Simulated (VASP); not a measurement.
**Ge: relaxation of cell and atoms with PBE**

The system is Ge.

```
CELL_PARAMETERS angstrom
3.13344 0.00000 0.00000
-1.56672 2.71364 0.00000
0.00000 0.00000 5.15649
ATOMIC_POSITIONS crystal
Ge 0.00000 0.00000 0.73494
Ge 0.00000 0.00000 0.26506
```

```
Program                : VASP 6.6.1
Task                   : relaxation of cell and atoms
Functional             : PBE
Potentials or basis    : VASP PAW PBE potentials, release 64 (Ge_d)
Cutoff                 : 600 eV
k mesh                 : 6 × 6 × 4
Occupations            : gaussian, width 0.1 eV
Spin                   : no spin polarisation
Dipole correction      : no
Further INCAR settings : ALGO = Normal; EDIFF = 1e-07; IBRION = 2; EDIFFG = -0.04; NSW = 90; ISIF = 3
```

The relaxed volume is 19.67 Å³/atom, the relaxed cell is a = 2.835 Å, b = 2.835 Å, c = 5.652 Å, α = 90.00°, β = 90.00°, γ = 120.00° and the space group after relaxing (to 0.05 Å) is P6/mmm (No. 191). The energy gained by relaxing is 256.1 meV/atom, the ionic steps are 14 and the pressure after relaxing is 0.1 GPa. The band gap on the k mesh is zero (band 14 reaches 11.20 eV, above the bottom of band 15 at 4.00 eV).

Forces in eV/Å, atoms in the order of the input:
```
Ge   0.000  0.000 -0.002
Ge   0.000  0.000  0.002
```

Step by step:
```
step  energy change (eV)  largest force (eV/Å)  pressure (GPa)  volume (Å³)
   1              0.0000                1.2304           -4.04        43.85
   2             -0.2441                0.2894           -0.42        40.38
   3             -0.2885                0.0475            1.65        39.17
   4             -0.3434                0.8303            6.16        36.78
   5             -0.4078                0.6896            6.68        36.37
   6             -0.4079                0.6955            6.66        36.38
   7             -0.4572                0.5610            4.01        37.47
   8             -0.5005                0.3332           -0.42        39.71
   9             -0.5010                0.3030           -0.82        39.97
  10             -0.5054                0.2393           -0.64        39.83
  11             -0.5099                0.1137           -0.12        39.53
  12             -0.5102                0.0795            0.03        39.45
  13             -0.5121                0.0252            0.09        39.37
  14             -0.5123                0.0021            0.08        39.34
```

Final structure:
```yaml
crystal:
  lattice:
    - [2.83503, 0.00000, 0.00000]
    - [-1.41751, 2.45521, 0.00000]
    - [0.00000, 0.00000, 5.65197]
  atoms:
    - { symbol: Ge, position: [0.00000, 0.00000, 0.75004] }
    - { symbol: Ge, position: [0.00000, 0.00000, 0.24996] }
```

Levels at points of the mesh, in eV from the Fermi level:
```csv
k point,band 10,band 11,band 12,band 13,band 14,band 15,band 16,band 17,band 18
"(0.00, 0.00, 0.00)",-24.62,-12.97,-9.91,-5.76,4.91,8.80,8.88,8.88,11.13
"(0.50, 0.00, 0.00)",-24.56,-7.75,-5.43,-4.40,-2.94,-1.48,3.39,4.56,6.85
"(0.00, 0.00, 0.50)",-24.64,-11.91,-11.90,-1.43,-1.43,9.80,9.80,9.81,9.81
"(0.50, 0.00, 0.50)",-24.61,-6.68,-6.68,-4.46,-4.46,3.09,3.09,5.49,5.49
```

It took 2 min on 1 thread of AMD EPYC 9R45 96-Core Processor (Zen 5), on a shared host, peak memory 0.16 GiB.

Caveat: the k points lie up to 0.43 Å⁻¹ apart in the final cell.
